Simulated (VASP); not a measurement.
# TePb (P6_3/mmc) in VASP: single point with HSE06

Aim: the single point of TePb with HSE06.

All numbers are computed with VASP 6.6.1; they aren't measurements. Logs are shortened: lines on timing, memory, paths and dates and some standing lists are left out, and cuts for length are marked.

**1. The cell of the first run**

Symmetry: P6_3/mmc, No. 194, hexagonal system. The conventional cell has a = 5.443 Å, b = 5.443 Å, c = 6.787 Å, α = 90.00°, β = 90.00°, γ = 120.00°. Within 4.1 Å of Pb (site symmetry -6m2) lie 5 Te at 3.14 to 3.39 Å. Te (site symmetry -6m2) has 5 Pb at 3.14 to 3.39 Å within 4.1 Å.

**2. Single point, HSE06**

The input, POSCAR:

```
TePb
1.0
    5.4433917131      0.0000000000      0.0000000000
   -2.7216958566      4.7141155063      0.0000000000
    0.0000000000      0.0000000000      6.7869315786
Pb Te
2 2
Direct
    0.3333333333      0.6666666667      0.2500000000
    0.6666666667      0.3333333333      0.7500000000
    0.6666666667      0.3333333333      0.2500000000
    0.3333333333      0.6666666667      0.7500000000
```

The input, INCAR.step1:

```
SYSTEM = TePb
PREC = Accurate ; ENCUT = 520
EDIFF = 1E-5 ; ISMEAR = -1
SIGMA = 0.02 ; LREAL = .False.
LASPH = .True. ; NELM = 60
ALGO = Normal ; ISIF = 2
LWAVE = .True. ; NBANDS = 28
GGA = PE ; KPAR = 4
```

The input, INCAR.step2:

```
SYSTEM = TePb
PREC = Accurate ; ENCUT = 520
EDIFF = 1E-6 ; ISMEAR = -1
SIGMA = 0.02 ; LREAL = .False.
LASPH = .True. ; NELM = 60
ALGO = Normal ; ISIF = 2
LWAVE = .False. ; LCHARG = .True.
GGA = PE ; LHFCALC = .True.
HFSCREEN = 0.2079 ; PRECFOCK = Normal
LVHAR = .True. ; NBANDS = 28
ISTART = 1 ; KPAR = 4
```

The input, KPOINTS:

```
regular mesh
0
Gamma
  6 6 2
  0 0 0
```

Potentials or basis: VASP PAW PBE potentials, release 64 (Pb_d, Te).

Started as:

```bash
$ cat potpaw_PBE.64/Pb_d/POTCAR potpaw_PBE.64/Te/POTCAR > POTCAR
$ cp INCAR.step1 INCAR
$ mpirun -np 4 vasp_std > vasp.out
$ cp INCAR.step2 INCAR
$ mpirun -np 4 vasp_std > vasp.out
```

OUTCAR:

```text
SYSTEM = TePb
   PREC = Accurate
   ENCUT = 520
   EDIFF = 1E-6
   ISMEAR = -1
   LREAL = .False.
   LASPH = .True.
   NELM = 60
   ISIF = 2
   GGA = PE
   LHFCALC = .True.
   HFSCREEN = 0.2079
   PRECFOCK = Normal
   ISTART = 1

 ion  position               nearest neighbor table
   1  0.333  0.667  0.250-   3 3.14   3 3.14   3 3.14   4 3.39   4 3.39
   2  0.667  0.333  0.750-   4 3.14   4 3.14   4 3.14   3 3.39   3 3.39
   3  0.667  0.333  0.250-   1 3.14   1 3.14   1 3.14   2 3.39   2 3.39
   4  0.333  0.667  0.750-   2 3.14   2 3.14   2 3.14   1 3.39   1 3.39

  LATTYP: Found a hexagonal cell.
 ALAT       =     5.4433917131
 C/A-ratio  =     1.2468203532

  Lattice vectors:

 A1 = (   5.4433917131,   0.0000000000,   0.0000000000)
 A2 = (  -2.7216958566,   4.7141155063,   0.0000000000)
 A3 = (   0.0000000000,   0.0000000000,   6.7869315786)

Analysis of symmetry for initial positions (statically):
=====================================================================
 Subroutine PRICEL returns:
 Original cell was already a primitive cell.

 Routine SETGRP: Setting up the symmetry group for a
 hexagonal supercell.

 Subroutine GETGRP returns: Found 24 space group operations
 (whereof 12 operations were pure point group operations)
 out of a pool of 24 trial point group operations.

The static configuration has the point symmetry D_3d.
 The point group associated with its full space group is D_6h.

Analysis of symmetry for dynamics (positions and initial velocities):
=====================================================================
 Subroutine PRICEL returns:
 Original cell was already a primitive cell.

 Routine SETGRP: Setting up the symmetry group for a
 hexagonal supercell.

 Subroutine GETGRP returns: Found 24 space group operations
 (whereof 12 operations were pure point group operations)
 out of a pool of 24 trial point group operations.

The dynamic configuration has the point symmetry D_3d.
 The point group associated with its full space group is D_6h.

 Subroutine INISYM returns: Found 24 space group operations
 (whereof 12 operations are pure point group operations),
 and found     1 'primitive' translations

----------------------------------------------------------------------------------------

                                     Primitive cell

  volume of cell :     174.1579

  direct lattice vectors                    reciprocal lattice vectors
     5.443391713  0.000000000  0.000000000     0.183708991  0.106064435  0.000000000
    -2.721695857  4.714115506  0.000000000     0.000000000  0.212128871  0.000000000
     0.000000000  0.000000000  6.786931579     0.000000000  0.000000000  0.147341989

  length of vectors
     5.443391713  5.443391713  6.786931579     0.212128871  0.212128871  0.147341989

  position of ions in fractional coordinates (direct lattice)
     0.333333333  0.666666667  0.250000000
     0.666666667  0.333333333  0.750000000
     0.666666667  0.333333333  0.250000000
     0.333333333  0.666666667  0.750000000

  ion indices of the primitive-cell ions
   primitive index   ion index
                 1           1
                 2           2
                 3           3
                 4           4

----------------------------------------------------------------------------------------

 KPOINTS: regular mesh

Automatic generation of k-mesh.
 Grid dimensions read from file:
 generate k-points for:    6    6    2

 Generating k-lattice:

  Cartesian coordinates                     Fractional coordinates (reciprocal lattice)
     0.030618165  0.017677406  0.000000000     0.166666667  0.000000000  0.000000000
     0.000000000  0.035354812  0.000000000     0.000000000  0.166666667  0.000000000
     0.000000000  0.000000000  0.073670995     0.000000000  0.000000000  0.500000000

  Length of vectors
     0.035354812  0.035354812  0.073670995

  Shift w.r.t. Gamma in fractional coordinates (k-lattice)
     0.000000000  0.000000000  0.000000000

 Subroutine IBZKPT returns following result:
 ===========================================

 Found     14 irreducible k-points:

 Following reciprocal coordinates:
            Coordinates               Weight
  0.000000  0.000000  0.000000      1.000000
  0.166667  0.000000  0.000000      6.000000
  0.333333 -0.000000  0.000000      6.000000
  0.500000 -0.000000  0.000000      3.000000
  0.166667  0.166667  0.000000      6.000000
  0.333333  0.166667  0.000000     12.000000
  0.333333  0.333333  0.000000      2.000000
  0.000000  0.000000  0.500000      1.000000
  0.166667  0.000000  0.500000      6.000000
  0.333333 -0.000000  0.500000      6.000000
  0.500000 -0.000000  0.500000      3.000000
  0.166667  0.166667  0.500000      6.000000
  0.333333  0.166667  0.500000     12.000000
  0.333333  0.333333  0.500000      2.000000
   k-points           NKPTS =     14   k-points in BZ     NKDIM =     72   number of bands    NBANDS=     28
   number of dos      NEDOS =    301   number of ions     NIONS =      4
   total plane-waves  NPLWV =  80000
   dimension x,y,z NGX =    40 NGY =   40 NGZ =   50
   dimension x,y,z NGXF=    80 NGYF=   80 NGZF=  100
   ions per type =               2   2
   NGX,Y,Z   is equivalent  to a cutoff of  12.22, 12.22, 12.25 a.u.
   NGXF,Y,Z  is equivalent  to a cutoff of  24.43, 24.43, 24.50 a.u.
 SYSTEM =  TePb
   PREC   = accura    normal or accurate (medium, high low for compatibility)
   ISTART =      1    job   : 0-new  1-cont  2-samecut
   ICHARG =      0    charge: 1-file 2-atom 10-const
   ISPIN  =      1    spin polarized calculation?
   LNONCOLLINEAR =      F non collinear calculations
   LSORBIT =      F    spin-orbit coupling
   LASPH  =      T    aspherical Exc in radial PAW
   ENCUT  =  520.0 eV  38.22 Ry    6.18 a.u.  10.12 10.12 12.62*2*pi/ulx,y,z
   NELM   =     60;   NELMIN=  2; NELMDL=  0     # of ELM steps
   EDIFF  = 0.1E-05   stopping-criterion for ELM
   LREAL  =      F    real-space projection
   EDIFFG = 0.1E-04   stopping-criterion for IOM
   NSW    =      0    number of steps for IOM
   IBRION =     -1    ionic relax: 0-MD 1-quasi-New 2-CG
   NFREE  =      0    steps in history (QN), initial steepest desc. (CG)
   ISIF   =      2    stress and relaxation
   ISYM   =      3    0-nonsym 1-usesym 2-fastsym
   POTIM  = 0.5000    time-step for ionic-motion
   TEBEG  =    0.0;   TEEND  =   0.0 temperature during run
   PSTRESS=    0.0 pullay stress
   NELECT =      40.0000    total number of electrons
   NUPDOWN=      -1.0000    fix difference up-down
   EMIN   =  10.00;   EMAX   =-10.00  energy-range for DOS
   EFERMI =   0.00;   METHOD = LEGACY
   ISMEAR =    -1;   SIGMA  =   0.02  broadening in eV -4-tet -1-fermi 0-gaus
   EFERMI_NEDOS =   21; number of points for ismear=-14 and -15
   IALGO  =     38    algorithm
   IMIX   =      1    mixing-type and parameters
     AMIX     =   0.40;   BMIX     =  1.00
     AMIX_MAG =   1.60;   BMIX_MAG =  1.00
  volume/ion in A,a.u.               =      43.54       293.82
  Fermi-wavevector in a.u.,A,eV,Ry     =   1.002568  1.894578 13.675789  1.005142
  Thomas-Fermi vector in A             =   2.135063
   LORBIT       =      0    0 simple, 1 ext, 2 COOP (PROOUT), +10 PAW based schemes
   GGA     = PE    functional components
   LHFCALC =     T    Hartree Fock is set to
   PRECFOCK=normal    Normal, Fast or Accurate (Low or Medium for compatibility)
   ENCUT4O =  -1.0   cutoff for four orbital integrals eV
   NKREDX  =     1    reduce k-point grid by
   NKREDY  =     1    reduce k-point grid by
   NKREDZ  =     1    reduce k-point grid by
   AEXX    =    0.2500 exact exchange contribution
   HFSCREEN=    0.2079 screening length (either q_TF or 0.3 A-1)
   HFSCREENC=   0.2079 screening length for correlation (either q_TF or 0.3 A-1)
   ENCUTFOCK=  -1.0 apply spherical cutoff to Coloumb kernel
   IVDW    =     0    specifies the selected vdW correction
   LEPSILON=     F    determine dielectric tensor
   LRPA    =     F    only Hartree local field effects (RPA)
 non-spin polarized calculation
  energy-cutoff  :      520.00
  volume of cell :      174.16
 maximum number of plane-waves:      4728
  NGX = 32; NGY = 32; NGZ = 40

 number of electron      40.0000004 magnetization

 Free energy of the ion-electron system (eV)
  ---------------------------------------------------
  ext. energy  EPLUGINS =         0.00000000
  ---------------------------------------------------
  free energy    TOTEN  =       -17.24050491 eV

  energy without entropy =      -17.24050491  energy(sigma->0) =      -17.24050491

 E-fermi :   3.6943     XC(G=0):  -6.6476

 val. band max:        3.1928847014   @ k =   0.3333   0.3333   0.5000
 cond. band min:       4.5424299120   @ k =   0.3333   0.3333   0.5000
 fundamental gap:      1.3495452106
 Fermi energy:         3.6943314719

 k-point     1 :       0.0000    0.0000    0.0000
  band No.  band energies     occupation
      1     -15.5816      2.00000
      2     -15.5425      2.00000
      3     -15.5220      2.00000
      4     -15.5220      2.00000
      5     -15.5059      2.00000
      6     -15.5059      2.00000
[... 20 lines left out ...]
     27       9.3080      0.00000
     28       9.3080      0.00000

 k-point     2 :       0.1667    0.0000    0.0000
  band No.  band energies     occupation
      1     -15.5788      2.00000
      2     -15.5433      2.00000
      3     -15.5226      2.00000
      4     -15.5217      2.00000
      5     -15.5070      2.00000
      6     -15.5054      2.00000
[... 20 lines left out ...]
     27       8.9983      0.00000
     28       9.0791      0.00000

 k-point     3 :       0.3333   -0.0000    0.0000
  band No.  band energies     occupation
      1     -15.5720      2.00000
      2     -15.5466      2.00000
      3     -15.5238      2.00000
      4     -15.5210      2.00000
      5     -15.5095      2.00000
      6     -15.5052      2.00000
[... 306 lines left out ...]
      3     -15.5157      2.00000
      4     -15.5157      2.00000
      5     -15.5152      2.00000
      6     -15.5152      2.00000
[... 20 lines left out ...]
     27       9.5083      0.00000
     28       9.5083      0.00000

 k-point    14 :       0.3333    0.3333    0.5000
  band No.  band energies     occupation
      1     -15.5529      2.00000
      2     -15.5529      2.00000
      3     -15.5154      2.00000
      4     -15.5154      2.00000
      5     -15.5148      2.00000
      6     -15.5148      2.00000
[... 20 lines left out ...]
     27       9.4937      0.00000
     28       9.4937      0.00000

------------------------ aborting loop because EDIFF is reached ----------------------------------------

  FORCE on cell =-STRESS in cart. coord.  units (eV):
  Direction    XX          YY          ZZ          XY          YZ          ZX
  --------------------------------------------------------------------------------------
  -------------------------------------------------------------------------------------
  Total       -0.2070710     -0.2070710     -0.1416966      0.0000000     -0.0000000      0.0000000
  in kB       -1.9049636     -1.9049636     -1.3035472      0.0000000     -0.0000000      0.0000000
  external PRESSURE =      -1.7044915 kB  Pullay stress =       0.0000000 kB

 VOLUME and BASIS-vectors are now :
 -----------------------------------------------------------------------------
  energy-cutoff  :      520.00
  volume of cell :      174.16
      direct lattice vectors                 reciprocal lattice vectors
     5.443391713  0.000000000  0.000000000     0.183708991  0.106064435  0.000000000
    -2.721695857  4.714115506  0.000000000     0.000000000  0.212128871  0.000000000
     0.000000000  0.000000000  6.786931579     0.000000000  0.000000000  0.147341989

 POSITION                                       TOTAL-FORCE (eV/Angst)
 -----------------------------------------------------------------------------------
     -0.00000      3.14274      1.69673        -0.000000      0.000000     -0.000000
      2.72170      1.57137      5.09020         0.000000     -0.000000      0.000000
      2.72170      1.57137      1.69673        -0.000000      0.000000      0.000000
     -0.00000      3.14274      5.09020         0.000000      0.000000      0.000000
 -----------------------------------------------------------------------------------
    total drift:                                0.000001      0.000000      0.000003

  FREE ENERGIE OF THE ION-ELECTRON SYSTEM (eV)
  ---------------------------------------------------
  free  energy   TOTEN  =       -17.2405049137 eV

  energy  without entropy=      -17.2405049137  energy(sigma->0) =      -17.24050491
```

Wall time 37 min (4 MPI ranks of Intel Xeon Platinum 8259CL at 2.50GHz (Skylake/Cascade Lake), shared host); peak memory 0.48 GiB.

What came out:

| Quantity | Value |
| --- | --- |
| Free energy | -17.2405 eV |
| Pressure | -0.2 GPa |
| Band gap on the k mesh | 1.35 eV |

Caveat: the k points lie up to 0.46 Å⁻¹ apart; the PAW data sets were made with another functional, which shifts forces and pressure a little; spin-orbit coupling is left out, which moves the levels of the heavy elements. A k mesh can miss the band edges.
